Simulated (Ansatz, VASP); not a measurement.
## I: VASP beside Ansatz

```
I
1.0
     3.20402    0.00000    0.00000
     0.00000    3.20402    0.00000
     0.00000    0.00000    3.20402
I
1
Direct
  0.00000 0.00000 0.00000
```

Change from the starting cell: volume scaled by 0.88, LAPW.

Alike in both runs: task single point; functional LDA; k mesh 13 × 13 × 13; occupations fermi-dirac, width 0.05 eV; no spin polarisation.

```csv
,VASP,Ansatz
version,VASP 6.6.1,Ansatz 0.2.0
potentials or method,"VASP PAW LDA potentials, release 64 (I), cutoff 520 eV","all-electron LAPW, scalar-relativistic"
```

|  | VASP | Ansatz | Ansatz less VASP |
| --- | --- | --- | --- |
| pressure (GPa) | 6.1 | 6.0 | -0.04 |

LDA's correlation is that of Perdew and Zunger in VASP and of Perdew and Wang (1992) in Ansatz. Ansatz ran all-electron here, and VASP with PAW potentials.

Neither program's run includes spin-orbit coupling.
